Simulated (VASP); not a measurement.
# HgTe (Imm2) in VASP: single point with HSE06

Aim: the single point of HgTe with HSE06.

All numbers are computed with VASP 6.6.1; they aren't measurements. Logs are shortened: lines on timing, memory, paths and dates and some standing lists are left out, and cuts for length are marked.

## 1. The cell of the first run

It takes space group Imm2 (No. 44, orthorhombic). The conventional cell has a = 4.533 Å, b = 4.770 Å, c = 6.578 Å, α = 90.00°, β = 90.00°, γ = 90.00°. Hg (site symmetry mm2) has 4 Te at 2.84 to 2.86 Å within 3.7 Å. Te (site symmetry mm2) has 4 Hg at 2.84 to 2.86 Å within 3.7 Å.

## 2. Single point, HSE06 (shear xy strain +5.1%)

File POSCAR:

```
HgTe
1.0
    0.0840379840      3.2891578872      3.2891578872
    3.2891578872      0.0840379840      3.2891578872
    3.3731958712      3.3731958712      0.0000000000
Hg Te
1 1
Direct
    0.0053906256      0.0053906256     -0.0053906256
    0.2446093744      0.2446093744      0.2553906256
```

File INCAR.step1:

```
SYSTEM = HgTe
ALGO = Normal
EDIFF = 1E-5
ENCUT = 520
GGA = PE
ISIF = 2
ISMEAR = -1
LASPH = .True.
LCHARG = .False.
LREAL = .False.
LWAVE = .True.
NBANDS = 16
NELM = 100
PREC = Accurate
SIGMA = 0.02
```

File INCAR.step2:

```
SYSTEM = HgTe
ALGO = Normal
EDIFF = 1E-6
ENCUT = 520
GGA = PE
HFSCREEN = 0.2079
ISIF = 2
ISMEAR = -1
ISTART = 1
LASPH = .True.
LCHARG = .False.
LHFCALC = .True.
LREAL = .False.
LWAVE = .False.
NBANDS = 16
NELM = 100
PREC = Accurate
PRECFOCK = Normal
SIGMA = 0.02
```

File KPOINTS:

```
k-points
0
Gamma
  4 4 4
  0 0 0
```

Potentials or basis: VASP PAW PBE potentials, release 64 (Hg, Te).

Launch:

```
$ cat potpaw_PBE.64/Hg/POTCAR potpaw_PBE.64/Te/POTCAR > POTCAR
$ cp INCAR.step1 INCAR
$ mpirun -np 1 vasp_std > vasp.out
$ cp INCAR.step2 INCAR
$ mpirun -np 1 vasp_std > vasp.out
```

OUTCAR:

```text
SYSTEM = HgTe
   EDIFF = 1E-6
   ENCUT = 520
   GGA = PE
   HFSCREEN = 0.2079
   ISIF = 2
   ISMEAR = -1
   ISTART = 1
   LASPH = .True.
   LHFCALC = .True.
   LREAL = .False.
   NELM = 100
   PREC = Accurate
   PRECFOCK = Normal

 ion  position               nearest neighbor table
   1  0.005  0.005  0.995-   2 2.84   2 2.84   2 2.86   2 2.86
   2  0.245  0.245  0.255-   1 2.84   1 2.84   1 2.86   1 2.86

  LATTYP: Found a body centered orthorhombic cell.
 ALAT       =     4.5327240361
 B/A-ratio  =     1.0524398378
 C/A-ratio  =     1.4512941273

  Lattice vectors:

 A1 = (   3.2891578872,   0.0840379840,  -3.2891578872)
 A2 = (  -3.2891578872,  -0.0840379840,  -3.2891578872)
 A3 = (   0.0840379840,   3.2891578872,   3.2891578872)

Analysis of symmetry for initial positions (statically):
=====================================================================
 Subroutine PRICEL returns:
 Original cell was already a primitive cell.

 Routine SETGRP: Setting up the symmetry group for a
 body centered orthorhombic supercell.

 Subroutine GETGRP returns: Found  4 space group operations
 (whereof  4 operations were pure point group operations)
 out of a pool of  8 trial point group operations.

The static configuration has the point symmetry C_2v.

Analysis of symmetry for dynamics (positions and initial velocities):
=====================================================================
 Subroutine PRICEL returns:
 Original cell was already a primitive cell.

 Routine SETGRP: Setting up the symmetry group for a
 body centered orthorhombic supercell.

 Subroutine GETGRP returns: Found  4 space group operations
 (whereof  4 operations were pure point group operations)
 out of a pool of  8 trial point group operations.

The dynamic configuration has the point symmetry C_2v.

 Subroutine INISYM returns: Found  4 space group operations
 (whereof  4 operations are pure point group operations),
 and found     1 'primitive' translations

----------------------------------------------------------------------------------------

                                     Primitive cell

  volume of cell :      71.1214

  direct lattice vectors                    reciprocal lattice vectors
     0.084037984  3.289157887  3.289157887    -0.156000404  0.156000404  0.152014594
     3.289157887  0.084037984  3.289157887     0.156000404 -0.156000404  0.152014594
     3.373195871  3.373195871  0.000000000     0.148227384  0.148227384 -0.152014594

  length of vectors
     4.652330770  4.652330770  4.770419350     0.267919183  0.267919183  0.258942371

  position of ions in fractional coordinates (direct lattice)
     0.005390626  0.005390626  0.994609374
     0.244609374  0.244609374  0.255390626

  ion indices of the primitive-cell ions
   primitive index   ion index
                 1           1
                 2           2

----------------------------------------------------------------------------------------

 KPOINTS: k-points

Automatic generation of k-mesh.
 Grid dimensions read from file:
 generate k-points for:    4    4    4

 Generating k-lattice:

  Cartesian coordinates                     Fractional coordinates (reciprocal lattice)
    -0.039000101  0.039000101  0.038003648     0.250000000  0.000000000  0.000000000
     0.039000101 -0.039000101  0.038003648     0.000000000  0.250000000  0.000000000
     0.037056846  0.037056846 -0.038003648     0.000000000  0.000000000  0.250000000

  Length of vectors
     0.066979796  0.066979796  0.064735593

  Shift w.r.t. Gamma in fractional coordinates (k-lattice)
     0.000000000  0.000000000  0.000000000

 Subroutine IBZKPT returns following result:
 ===========================================

 Found     18 irreducible k-points:

 Following reciprocal coordinates:
            Coordinates               Weight
  0.000000  0.000000  0.000000      1.000000
  0.250000 -0.000000  0.000000      4.000000
  0.500000 -0.000000  0.000000      2.000000
  0.250000  0.250000  0.000000      2.000000
  0.500000  0.250000  0.000000      4.000000
 -0.250000  0.250000  0.000000      2.000000
[... 10 lines left out ...]
  0.250000  0.250000  0.500000      2.000000
 -0.250000  0.250000  0.500000      2.000000
   k-points           NKPTS =     18   k-points in BZ     NKDIM =     64   number of bands    NBANDS=     16
   number of dos      NEDOS =    301   number of ions     NIONS =      2
   total plane-waves  NPLWV =  46656
   dimension x,y,z NGX =    36 NGY =   36 NGZ =   36
   dimension x,y,z NGXF=    72 NGYF=   72 NGZF=   72
   ions per type =               1   1
   NGX,Y,Z   is equivalent  to a cutoff of  12.86, 12.86, 12.55 a.u.
   NGXF,Y,Z  is equivalent  to a cutoff of  25.73, 25.73, 25.09 a.u.
 SYSTEM =  HgTe
   PREC   = accura    normal or accurate (medium, high low for compatibility)
   ISTART =      1    job   : 0-new  1-cont  2-samecut
   ICHARG =      0    charge: 1-file 2-atom 10-const
   ISPIN  =      1    spin polarized calculation?
   LNONCOLLINEAR =      F non collinear calculations
   LSORBIT =      F    spin-orbit coupling
   LASPH  =      T    aspherical Exc in radial PAW
   ENCUT  =  520.0 eV  38.22 Ry    6.18 a.u.   8.65  8.65  8.87*2*pi/ulx,y,z
   NELM   =    100;   NELMIN=  2; NELMDL=  0     # of ELM steps
   EDIFF  = 0.1E-05   stopping-criterion for ELM
   LREAL  =      F    real-space projection
   EDIFFG = 0.1E-04   stopping-criterion for IOM
   NSW    =      0    number of steps for IOM
   IBRION =     -1    ionic relax: 0-MD 1-quasi-New 2-CG
   NFREE  =      0    steps in history (QN), initial steepest desc. (CG)
   ISIF   =      2    stress and relaxation
   ISYM   =      3    0-nonsym 1-usesym 2-fastsym
   POTIM  = 0.5000    time-step for ionic-motion
   TEBEG  =    0.0;   TEEND  =   0.0 temperature during run
   PSTRESS=    0.0 pullay stress
   NELECT =      18.0000    total number of electrons
   NUPDOWN=      -1.0000    fix difference up-down
   EMIN   =  10.00;   EMAX   =-10.00  energy-range for DOS
   EFERMI =   0.00;   METHOD = LEGACY
   ISMEAR =    -1;   SIGMA  =   0.02  broadening in eV -4-tet -1-fermi 0-gaus
   EFERMI_NEDOS =   21; number of points for ismear=-14 and -15
   IALGO  =     38    algorithm
   IMIX   =      1    mixing-type and parameters
     AMIX     =   0.40;   BMIX     =  1.00
     AMIX_MAG =   1.60;   BMIX_MAG =  1.00
  volume/ion in A,a.u.               =      35.56       239.98
  Fermi-wavevector in a.u.,A,eV,Ry     =   1.035537  1.956881 14.590020  1.072336
  Thomas-Fermi vector in A             =   2.169885
   LORBIT       =      0    0 simple, 1 ext, 2 COOP (PROOUT), +10 PAW based schemes
   GGA     = PE    functional components
   LHFCALC =     T    Hartree Fock is set to
   PRECFOCK=normal    Normal, Fast or Accurate (Low or Medium for compatibility)
   ENCUT4O =  -1.0   cutoff for four orbital integrals eV
   NKREDX  =     1    reduce k-point grid by
   NKREDY  =     1    reduce k-point grid by
   NKREDZ  =     1    reduce k-point grid by
   AEXX    =    0.2500 exact exchange contribution
   HFSCREEN=    0.2079 screening length (either q_TF or 0.3 A-1)
   HFSCREENC=   0.2079 screening length for correlation (either q_TF or 0.3 A-1)
   ENCUTFOCK=  -1.0 apply spherical cutoff to Coloumb kernel
   IVDW    =     0    specifies the selected vdW correction
   LEPSILON=     F    determine dielectric tensor
   LRPA    =     F    only Hartree local field effects (RPA)
 non-spin polarized calculation
  energy-cutoff  :      520.00
  volume of cell :       71.12
 maximum number of plane-waves:      1932
 NGX is ok and might be reduce to    36
  NGX = 28; NGY = 28; NGZ = 28

 number of electron      18.0000001 magnetization

 Free energy of the ion-electron system (eV)
  ---------------------------------------------------
  ext. energy  EPLUGINS =         0.00000000
  ---------------------------------------------------
  free energy    TOTEN  =        -4.65862239 eV

  energy without entropy =       -4.65837280  energy(sigma->0) =       -4.65849760

 E-fermi :   2.2009     XC(G=0):  -7.1039

 val. band max:        2.1421203350   @ k =   0.0000   0.0000   0.0000
 cond. band min:       2.2596138319   @ k =   0.0000   0.0000   0.0000
 fundamental gap:      0.1174934969
 Fermi energy:         2.2008729519

 k-point     1 :       0.0000    0.0000    0.0000
  band No.  band energies     occupation
      1     -10.5161      2.00000
      2      -6.0623      2.00000
      3      -6.0508      2.00000
      4      -6.0362      2.00000
      5      -5.5846      2.00000
      6      -5.5794      2.00000
[... 8 lines left out ...]
     15      12.4565      0.00000
     16      12.5411      0.00000

 k-point     2 :       0.2500   -0.0000    0.0000
  band No.  band energies     occupation
      1     -10.2384      2.00000
      2      -5.9938      2.00000
      3      -5.9898      2.00000
      4      -5.8426      2.00000
      5      -5.5843      2.00000
      6      -5.5794      2.00000
[... 8 lines left out ...]
     15      11.2583      0.00000
     16      11.5884      0.00000

 k-point     3 :       0.5000   -0.0000    0.0000
  band No.  band energies     occupation
      1      -9.9409      2.00000
      2      -5.9473      2.00000
      3      -5.9399      2.00000
      4      -5.5687      2.00000
      5      -5.5542      2.00000
      6      -5.2200      2.00000
[... 8 lines left out ...]
     15      12.8527      0.00000
     16      13.2444      0.00000

 k-point     4 :       0.2500    0.2500    0.0000
  band No.  band energies     occupation
      1     -10.1591      2.00000
      2      -5.9192      2.00000
      3      -5.9162      2.00000
      4      -5.9093      2.00000
      5      -5.5984      2.00000
      6      -5.5531      2.00000
[... 8 lines left out ...]
     15      12.8880      0.00000
     16      13.0973      0.00000
[... 210 lines left out ...]
 k-point    16 :       0.5000   -0.0000    0.5000
  band No.  band energies     occupation
      1      -9.7648      2.00000
      2      -5.8268      2.00000
      3      -5.7571      2.00000
      4      -5.7529      2.00000
      5      -5.5268      2.00000
      6      -5.1158      2.00000
[... 8 lines left out ...]
     15      13.4008      0.00000
     16      14.2070      0.00000

 k-point    17 :       0.2500    0.2500    0.5000
  band No.  band energies     occupation
      1      -9.9832      2.00000
      2      -5.9083      2.00000
      3      -5.8965      2.00000
      4      -5.6207      2.00000
      5      -5.5870      2.00000
      6      -5.4739      2.00000
[... 8 lines left out ...]
     15      11.9251      0.00000
     16      13.4842      0.00000

 k-point    18 :      -0.2500    0.2500    0.5000
  band No.  band energies     occupation
      1      -9.7668      2.00000
      2      -5.8386      2.00000
      3      -5.8176      2.00000
      4      -5.6299      2.00000
      5      -5.5977      2.00000
      6      -4.9808      2.00000
[... 8 lines left out ...]
     15      13.5201      0.00000
     16      14.3155      0.00000

------------------------ aborting loop because EDIFF is reached ----------------------------------------

  FORCE on cell =-STRESS in cart. coord.  units (eV):
  Direction    XX          YY          ZZ          XY          YZ          ZX
  --------------------------------------------------------------------------------------
  -------------------------------------------------------------------------------------
  Total        0.0067474      0.0067474      0.0584577     -0.4209874      0.0000000      0.0000000
  in kB        0.1520011      0.1520011      1.3168960     -9.4837290      0.0000000      0.0000000
  external PRESSURE =       0.5402994 kB  Pullay stress =       0.0000000 kB

 VOLUME and BASIS-vectors are now :
 -----------------------------------------------------------------------------
  energy-cutoff  :      520.00
  volume of cell :       71.12
      direct lattice vectors                 reciprocal lattice vectors
     0.084037984  3.289157887  3.289157887    -0.156000404  0.156000404  0.152014594
     3.289157887  0.084037984  3.289157887     0.156000404 -0.156000404  0.152014594
     3.373195871  3.373195871  0.000000000     0.148227384  0.148227384 -0.152014594

 POSITION                                       TOTAL-FORCE (eV/Angst)
 -----------------------------------------------------------------------------------
      3.37320      3.37320      0.03546         0.000000      0.000000     -0.005600
      1.68660      1.68660      1.60912         0.000000      0.000000      0.005600
 -----------------------------------------------------------------------------------
    total drift:                               -0.000000      0.000000     -0.000420

  FREE ENERGIE OF THE ION-ELECTRON SYSTEM (eV)
  ---------------------------------------------------
  free  energy   TOTEN  =        -4.6586223925 eV

  energy  without entropy=       -4.6583728031  energy(sigma->0) =       -4.65849760
```

Wall time 22 min (1 thread of AMD EPYC 7R43 (Zen 3), shared host); peak memory 0.3 GiB.

What came out:

| Item | Value |
| --- | --- |
| Free energy | -4.6586 eV |
| Pressure | 0.1 GPa |
| Largest force | 0.006 eV/Å |
| Band gap on the k mesh | 0.12 eV |

Forces on the atoms (eV/Å):
```
Hg   0.000  0.000 -0.006
Te   0.000  0.000  0.006
```

Stress tensor (GPa, compression positive):
```
 0.02 -0.95  0.00
-0.95  0.02  0.00
 0.00  0.00  0.13
```

Caveat: the k points lie up to 0.42 Å⁻¹ apart; the cell differs from its parent crystal (shear xy strain +5.1%); the PAW data sets were made with another functional, which shifts forces and pressure a little; spin-orbit coupling is left out, which moves the levels of the heavy elements.
